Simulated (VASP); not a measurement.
# BaTiO3 (P4mm) in VASP: notebook

Runs on BaTiO3. Level: PBE+D4. Tasks: single point.

Everything below comes from runs of VASP 6.6.1. Logs are shortened: lines on timing, memory, paths and dates and some standing lists are left out, and cuts for length are marked.

## (1) The cell of the first run

It takes space group P4mm (No. 99, tetragonal). The conventional cell has a = 4.000 Å, b = 4.000 Å, c = 4.018 Å, α = 90.00°, β = 90.00°, γ = 90.00°. Within 3.7 Å of Ba (site symmetry 4mm) lie 12 O at 2.79 to 2.88 Å and 8 Ti at 3.45 to 3.49 Å. Ti (site symmetry 4mm) has 6 O at 1.89 to 2.13 Å within 2.5 Å. Within 2.5 Å of O (site symmetry 4mm) lie 2 Ti at 1.89 to 2.13 Å. Within 2.9 Å of O (site symmetry 2mm) lie 2 Ti at 2.00 Å and 4 Ba at 2.79 to 2.88 Å and 8 O at 2.83 to 2.84 Å.

## (2) Single point, PBE+D4

File INCAR:

```
SYSTEM = BaTiO3
PREC     = Accurate       ! precision mode
ENCUT    = 600            ! plane-wave cutoff, eV
EDIFF    = 1E-6           ! SCF threshold, eV
ISMEAR   = 0              ! smearing method
SIGMA    = 0.01           ! smearing width, eV
LREAL    = .FALSE.        ! projectors in reciprocal space
LASPH    = .TRUE.         ! aspherical terms in the spheres
NELM     = 120            ! most SCF steps
ALGO     = Normal         ! electronic algorithm
ISIF     = 2              ! what is computed and relaxed
LWAVE    = .FALSE.        ! write WAVECAR
LCHARG   = .TRUE.         ! write CHGCAR
GGA      = PE             ! functional
IVDW     = 13             ! dispersion correction
LELF     = .TRUE.         ! ELF
LVHAR    = .TRUE.       
NBANDS   = 28             ! bands
GGA_COMPAT= .FALSE.
```

File KPOINTS:

```
Automatic mesh
0
G
  6 6 6
  0 0 0
```

File POSCAR:

```
BaTiO3
1.0
    3.9998000000      0.0000000000      0.0000000000
    0.0000000000      3.9998000000      0.0000000000
    0.0000000000      0.0000000000      4.0180000000
Ba Ti O
1 1 3
Direct
    0.0000000000      0.0000000000      0.0000000000
    0.5000000000      0.5000000000      0.4900000000
    0.5000000000      0.5000000000      0.0190000000
    0.5000000000      0.0000000000      0.5170000000
    0.0000000000      0.5000000000      0.5170000000
```

Potentials or basis: VASP PAW PBE potentials, release 64 (Ba_sv, Ti_sv, O).

Started as:

```
cat potpaw_PBE.64/Ba_sv/POTCAR potpaw_PBE.64/Ti_sv/POTCAR potpaw_PBE.64/O/POTCAR > POTCAR
mpirun -np 1 vasp_std > vasp.out
```

OUTCAR:

```text
SYSTEM = BaTiO3
   PREC = Accurate
   ENCUT = 600
   EDIFF = 1E-6
   ISMEAR = 0
   LREAL = .FALSE.
   LASPH = .TRUE.
   NELM = 120
   ISIF = 2
   GGA = PE
   IVDW = 13

 ion  position               nearest neighbor table
   1  0.000  0.000  0.000-   4 2.79   5 2.79   5 2.79   4 2.79   3 2.83   3 2.83   3 2.83   3 2.83
                             4 2.88   5 2.88   5 2.88   4 2.88   2 3.45   2 3.45   2 3.45   2 3.45
   2  0.500  0.500  0.490-   3 1.89   4 2.00   5 2.00   4 2.00   5 2.00   3 2.13   1 3.45   1 3.45
                             1 3.45   1 3.45   1 3.49   1 3.49   1 3.49   1 3.49
   3  0.500  0.500  0.019-   2 1.89   2 2.13   1 2.83   1 2.83   1 2.83   1 2.83
   4  0.500  0.000  0.517-   2 2.00   2 2.00   1 2.79   1 2.79   1 2.88   1 2.88
   5  0.000  0.500  0.517-   2 2.00   2 2.00   1 2.79   1 2.79   1 2.88   1 2.88

  LATTYP: Found a simple tetragonal cell.
 ALAT       =     3.9998000000
 C/A-ratio  =     1.0045502275

  Lattice vectors:

 A1 = (   3.9998000000,   0.0000000000,   0.0000000000)
 A2 = (   0.0000000000,   3.9998000000,   0.0000000000)
 A3 = (   0.0000000000,   0.0000000000,   4.0180000000)

Analysis of symmetry for initial positions (statically):
=====================================================================
 Subroutine PRICEL returns:
 Original cell was already a primitive cell.

 Routine SETGRP: Setting up the symmetry group for a
 simple tetragonal supercell.

 Subroutine GETGRP returns: Found  8 space group operations
 (whereof  8 operations were pure point group operations)
 out of a pool of 16 trial point group operations.

The static configuration has the point symmetry C_4v.

Analysis of symmetry for dynamics (positions and initial velocities):
=====================================================================
 Subroutine PRICEL returns:
 Original cell was already a primitive cell.

 Routine SETGRP: Setting up the symmetry group for a
 simple tetragonal supercell.

 Subroutine GETGRP returns: Found  8 space group operations
 (whereof  8 operations were pure point group operations)
 out of a pool of 16 trial point group operations.

The dynamic configuration has the point symmetry C_4v.

 Subroutine INISYM returns: Found  8 space group operations
 (whereof  8 operations are pure point group operations),
 and found     1 'primitive' translations

----------------------------------------------------------------------------------------

                                     Primitive cell

  volume of cell :      64.2816

  direct lattice vectors                    reciprocal lattice vectors
     3.999800000  0.000000000  0.000000000     0.250012501  0.000000000  0.000000000
     0.000000000  3.999800000  0.000000000     0.000000000  0.250012501  0.000000000
     0.000000000  0.000000000  4.018000000     0.000000000  0.000000000  0.248880040

  length of vectors
     3.999800000  3.999800000  4.018000000     0.250012501  0.250012501  0.248880040

  position of ions in fractional coordinates (direct lattice)
     0.000000000  0.000000000  0.000000000
     0.500000000  0.500000000  0.490000000
     0.500000000  0.500000000  0.019000000
     0.500000000  0.000000000  0.517000000
     0.000000000  0.500000000  0.517000000

  ion indices of the primitive-cell ions
   primitive index   ion index
                 1           1
                 2           2
                 3           3
                 4           4
                 5           5

----------------------------------------------------------------------------------------

 KPOINTS: Automatic mesh

Automatic generation of k-mesh.
 Grid dimensions read from file:
 generate k-points for:    6    6    6

 Generating k-lattice:

  Cartesian coordinates                     Fractional coordinates (reciprocal lattice)
     0.041668750  0.000000000  0.000000000     0.166666667  0.000000000  0.000000000
     0.000000000  0.041668750  0.000000000     0.000000000  0.166666667  0.000000000
     0.000000000  0.000000000  0.041480007     0.000000000  0.000000000  0.166666667

  Length of vectors
     0.041668750  0.041668750  0.041480007

  Shift w.r.t. Gamma in fractional coordinates (k-lattice)
     0.000000000  0.000000000  0.000000000

 Subroutine IBZKPT returns following result:
 ===========================================

 Found     40 irreducible k-points:

 Following reciprocal coordinates:
            Coordinates               Weight
  0.000000  0.000000  0.000000      1.000000
  0.166667  0.000000  0.000000      4.000000
  0.333333  0.000000  0.000000      4.000000
  0.500000  0.000000  0.000000      2.000000
  0.166667  0.166667  0.000000      4.000000
  0.333333  0.166667  0.000000      8.000000
[... 16 lines left out ...]
  0.333333  0.000000  0.333333      8.000000
  0.500000  0.000000  0.333333      4.000000
 [... further k-points ...]
   k-points           NKPTS =     40   k-points in BZ     NKDIM =     40   number of bands    NBANDS=     28
   number of dos      NEDOS =    301   number of ions     NIONS =      5
   total plane-waves  NPLWV =  32768
   dimension x,y,z NGX =    32 NGY =   32 NGZ =   32
   dimension x,y,z NGXF=    64 NGYF=   64 NGZF=   64
   ions per type =               1   1   3
   NGX,Y,Z   is equivalent  to a cutoff of  13.30, 13.30, 13.24 a.u.
   NGXF,Y,Z  is equivalent  to a cutoff of  26.60, 26.60, 26.48 a.u.
 SYSTEM =  BaTiO3
   PREC   = accura    normal or accurate (medium, high low for compatibility)
   ISTART =      0    job   : 0-new  1-cont  2-samecut
   ICHARG =      2    charge: 1-file 2-atom 10-const
   ISPIN  =      1    spin polarized calculation?
   LNONCOLLINEAR =      F non collinear calculations
   LSORBIT =      F    spin-orbit coupling
   LASPH  =      T    aspherical Exc in radial PAW
   ENCUT  =  600.0 eV  44.10 Ry    6.64 a.u.   7.99  7.99  8.02*2*pi/ulx,y,z
   NELM   =    120;   NELMIN=  2; NELMDL= -5     # of ELM steps
   EDIFF  = 0.1E-05   stopping-criterion for ELM
   LREAL  =      F    real-space projection
   EDIFFG = 0.1E-04   stopping-criterion for IOM
   NSW    =      0    number of steps for IOM
   IBRION =     -1    ionic relax: 0-MD 1-quasi-New 2-CG
   NFREE  =      0    steps in history (QN), initial steepest desc. (CG)
   ISIF   =      2    stress and relaxation
   ISYM   =      2    0-nonsym 1-usesym 2-fastsym
   POTIM  = 0.5000    time-step for ionic-motion
   TEBEG  =    0.0;   TEEND  =   0.0 temperature during run
   PSTRESS=    0.0 pullay stress
   NELECT =      40.0000    total number of electrons
   NUPDOWN=      -1.0000    fix difference up-down
   EMIN   =  10.00;   EMAX   =-10.00  energy-range for DOS
   EFERMI =   0.00;   METHOD = LEGACY
   ISMEAR =     0;   SIGMA  =   0.01  broadening in eV -4-tet -1-fermi 0-gaus
   EFERMI_NEDOS =   21; number of points for ismear=-14 and -15
   IALGO  =     38    algorithm
   IMIX   =      4    mixing-type and parameters
     AMIX     =   0.40;   BMIX     =  1.00
     AMIX_MAG =   1.60;   BMIX_MAG =  1.00
  volume/ion in A,a.u.               =      12.86        86.76
  Fermi-wavevector in a.u.,A,eV,Ry     =   1.397653  2.641181 26.578078  1.953434
  Thomas-Fermi vector in A             =   2.520888
   LORBIT       =      0    0 simple, 1 ext, 2 COOP (PROOUT), +10 PAW based schemes
   GGA     = PE    functional components
   LHFCALC =     F    Hartree Fock is set to
   AEXX    =    0.0000 exact exchange contribution
   IVDW    =    13    specifies the selected vdW correction
   LEPSILON=     F    determine dielectric tensor
   LRPA    =     F    only Hartree local field effects (RPA)
 non-spin polarized calculation
 Gauss-broadening in eV      SIGMA  =   0.01
  energy-cutoff  :      600.00
  volume of cell :       64.28
 maximum number of plane-waves:      2176
 NGX is ok and might be reduce to    32
   NGX = 15   NGY = 15   NGZ = 17

 number of electron      39.9999999 magnetization

 Free energy of the ion-electron system (eV)
  ---------------------------------------------------
  ext. energy  EPLUGINS =         0.00000000
  ---------------------------------------------------
  free energy    TOTEN  =       -39.98893635 eV

  energy without entropy =      -39.98893635  energy(sigma->0) =      -39.98893635

 E-fermi :   3.9374     XC(G=0): -11.2419

 val. band max:        3.8462607408   @ k =   0.5000   0.5000   0.5000
 cond. band min:       5.6176899789   @ k =   0.0000   0.0000   0.0000
 fundamental gap:      1.7714292382
 Fermi energy:         3.9374297608

 k-point     1 :       0.0000    0.0000    0.0000
  band No.  band energies     occupation
      1     -52.7560      2.00000
      2     -28.9972      2.00000
      3     -28.9673      2.00000
      4     -28.9673      2.00000
      5     -21.0128      2.00000
      6     -13.0769      2.00000
[... 20 lines left out ...]
     27       8.8944      0.00000
     28      11.1458      0.00000

 k-point     2 :       0.1667    0.0000    0.0000
  band No.  band energies     occupation
      1     -52.7557      2.00000
      2     -28.9968      2.00000
      3     -28.9806      2.00000
      4     -28.9669      2.00000
      5     -20.9836      2.00000
      6     -13.1020      2.00000
[... 20 lines left out ...]
     27       9.4024      0.00000
     28      11.7953      0.00000

 k-point     3 :       0.3333    0.0000    0.0000
  band No.  band energies     occupation
      1     -52.7552      2.00000
      2     -29.0069      2.00000
      3     -28.9957      2.00000
      4     -28.9659      2.00000
      5     -20.9238      2.00000
      6     -13.2289      2.00000
[... 20 lines left out ...]
     27      10.6250      0.00000
     28      12.0981      0.00000

 k-point     4 :       0.5000    0.0000    0.0000
  band No.  band energies     occupation
      1     -52.7549      2.00000
      2     -29.0199      2.00000
      3     -28.9952      2.00000
      4     -28.9653      2.00000
      5     -20.8932      2.00000
      6     -13.3122      2.00000
[... 578 lines left out ...]
     27      11.1310      0.00000
     28      12.4585      0.00000

 k-point    23 :       0.3333    0.0000    0.3333
  band No.  band energies     occupation
      1     -52.7545      2.00000
      2     -29.0328      2.00000
      3     -29.0046      2.00000
      4     -28.9645      2.00000
      5     -20.8610      2.00000
      6     -12.9369      2.00000
[... 20 lines left out ...]
     27      12.2117      0.00000
     28      12.4960      0.00000

 k-point    24 :       0.5000    0.0000    0.3333
  band No.  band energies     occupation
      1     -52.7542      2.00000
      2     -29.0320      2.00000
      3     -29.0174      2.00000
      4     -28.9640      2.00000
      5     -20.8385      2.00000
      6     -12.8930      2.00000
[... 20 lines left out ...]
     27      11.9723      0.00000
     28      13.2552      0.00000

 [... further k-points ...]

------------------------ aborting loop because EDIFF is reached ----------------------------------------

  DFT-D4 for vdW energy calculation

  Edisp (eV):   -1.07572

  FORCE on cell =-STRESS in cart. coord.  units (eV):
  Direction    XX          YY          ZZ          XY          YZ          ZX
  --------------------------------------------------------------------------------------
  -------------------------------------------------------------------------------------
  Total       0.33935     0.33935     0.71696     0.00000     0.00000     0.00000
  in kB       8.45815     8.45815    17.86980     0.00000     0.00000     0.00000
  external pressure =       11.60 kB  Pullay stress =        0.00 kB

 VOLUME and BASIS-vectors are now :
 -----------------------------------------------------------------------------
  energy-cutoff  :      600.00
  volume of cell :       64.28
      direct lattice vectors                 reciprocal lattice vectors
     3.999800000  0.000000000  0.000000000     0.250012501  0.000000000  0.000000000
     0.000000000  3.999800000  0.000000000     0.000000000  0.250012501  0.000000000
     0.000000000  0.000000000  4.018000000     0.000000000  0.000000000  0.248880040

 POSITION                                       TOTAL-FORCE (eV/Angst)
 -----------------------------------------------------------------------------------
      0.00000      0.00000      0.00000        -0.000000      0.000000      0.065315
      1.99990      1.99990      1.96882        -0.000000     -0.000000     -0.129797
      1.99990      1.99990      0.07634        -0.000000     -0.000000      0.297689
      1.99990      0.00000      2.07731        -0.000000      0.000000     -0.116604
      0.00000      1.99990      2.07731         0.000000      0.000000     -0.116604
 -----------------------------------------------------------------------------------
    total drift:                                0.000000     -0.000000     -0.000327

  FREE ENERGIE OF THE ION-ELECTRON SYSTEM (eV)
  ---------------------------------------------------
  free  energy   TOTEN  =       -41.0646580187 eV

  energy  without entropy=      -41.0646580187  energy(sigma->0) =      -41.06465802
```

It took 47 s on 1 thread of Intel Xeon Platinum 8488C (Sapphire Rapids), shared host; peak memory 0.23 GiB.

What came out:

```
Free energy                : -41.0647 eV
Pressure                   : 1.2 GPa
Largest force              : 0.298 eV/Å
Band gap on the k mesh     : 1.77 eV (least direct gap 2.06 eV)
Dispersion energy per atom : -0.215 eV
```

Forces in eV/Å, atoms in the order of the input:
```
Ba   0.000  0.000  0.065
Ti   0.000  0.000 -0.130
O    0.000  0.000  0.298
O    0.000  0.000 -0.117
O    0.000  0.000 -0.117
```

Levels at points of the mesh, in eV from the valence-band top:
| k point | band 18 | band 19 | band 20 | band 21 | band 22 | band 23 |
| --- | --- | --- | --- | --- | --- | --- |
| (0.00, 0.00, 0.00) | -0.31 | -0.29 | -0.29 | 1.77 | 1.99 | 1.99 |
| (0.50, 0.00, 0.00) | -1.73 | -0.94 | -0.84 | 2.12 | 3.48 | 3.52 |
| (0.50, 0.50, 0.00) | -0.97 | -0.97 | -0.09 | 3.53 | 3.53 | 3.92 |
| (0.00, 0.00, 0.50) | -1.94 | -0.71 | -0.71 | 1.93 | 3.55 | 3.55 |
| (0.50, 0.00, 0.50) | -0.90 | -0.89 | -0.17 | 3.51 | 3.56 | 3.91 |
| (0.50, 0.50, 0.50) | -0.08 | -0.08 | 0.00 | 4.15 | 4.15 | 4.16 |

Caveat: spin-orbit coupling is left out, which moves the levels of the heavy elements. A hybrid or GW would open this gap; PBE tends to underestimate it.

## (3) Single point, PBE+D4

This run uses another cell than the first one, of 13.37 Å³/atom.

File INCAR:

```
SYSTEM = BaTiO3
  PREC = Accurate
  ENCUT = 600
  EDIFF = 1E-6
  ISMEAR = 0
  SIGMA = 0.01
  LREAL = .FALSE.
  LASPH = .TRUE.
  NELM = 120
  ALGO = Normal
  ISIF = 2
  LWAVE = .FALSE.
  LCHARG = .FALSE.
  GGA = PE
  IVDW = 13
  NBANDS = 28
  GGA_COMPAT = .FALSE.
```

File KPOINTS:

```
regular mesh
0
G
  6 6 6
  0 0 0
```

Changes to POSCAR since step 2:

```diff
@@ -2,5 +2,5 @@
 1.0
-    3.9998000000      0.0000000000      0.0000000000
-    0.0000000000      3.9998000000      0.0000000000
-    0.0000000000      0.0000000000      4.0180000000
+    4.0524349834      0.0000000000      0.0000000000
+    0.0000000000      4.0524349834      0.0000000000
+    0.0000000000      0.0000000000      4.0708744845
 Ba Ti O
```

Potentials or basis: VASP PAW PBE potentials, release 64 (Ba_sv, Ti_sv, O).

Started as:

```
cat potpaw_PBE.64/Ba_sv/POTCAR potpaw_PBE.64/Ti_sv/POTCAR potpaw_PBE.64/O/POTCAR > POTCAR
mpirun -np 1 vasp_std > vasp.out
```

It took 59 s on 1 thread of Intel Xeon Platinum 8488C (Sapphire Rapids), shared host; peak memory 0.24 GiB.

Results (log left out):

| Property | Result |
| --- | --- |
| Free energy | -41.0374 eV |
| Pressure | -5.0 GPa |
| Largest force | 0.528 eV/Å |
| Band gap on the k mesh | 1.69 eV (least direct gap 2.01 eV) |
| Dispersion energy per atom | -0.206 eV |

Forces in eV/Å, atoms in the order of the input:
```
Ba   0.000  0.000  0.029
Ti   0.000  0.000 -0.308
O    0.000  0.000  0.528
O    0.000  0.000 -0.125
O    0.000  0.000 -0.125
```

Stress tensor (GPa, compression positive):
```
-5.27  0.00  0.00
 0.00 -5.27  0.00
 0.00  0.00 -4.48
```

Levels at points of the mesh, in eV from the valence-band top:
| k point | band 17 | band 18 | band 19 | band 20 | band 21 | band 22 | band 23 | band 24 |
| --- | --- | --- | --- | --- | --- | --- | --- | --- |
| (0.00, 0.00, 0.00) | -1.07 | -0.34 | -0.32 | -0.32 | 1.69 | 1.90 | 1.90 | 3.70 |
| (0.50, 0.00, 0.00) | -1.78 | -1.69 | -0.94 | -0.84 | 2.02 | 3.29 | 3.32 | 3.76 |
| (0.50, 0.50, 0.00) | -1.78 | -0.99 | -0.99 | -0.08 | 3.33 | 3.33 | 3.71 | 4.38 |
| (0.00, 0.00, 0.50) | -1.89 | -1.84 | -0.71 | -0.71 | 1.83 | 3.35 | 3.35 | 3.70 |
| (0.50, 0.00, 0.50) | -1.73 | -0.92 | -0.91 | -0.16 | 3.31 | 3.36 | 3.70 | 4.48 |
| (0.50, 0.50, 0.50) | -2.43 | -0.08 | -0.08 | 0.00 | 3.92 | 3.92 | 3.92 | 6.34 |

Caveat: the cell stands under tension; spin-orbit coupling is left out, which moves the levels of the heavy elements. Expect the measured gap to be larger: semilocal functionals such as PBE lack the derivative discontinuity.

(Continued in part 2 of 2.)
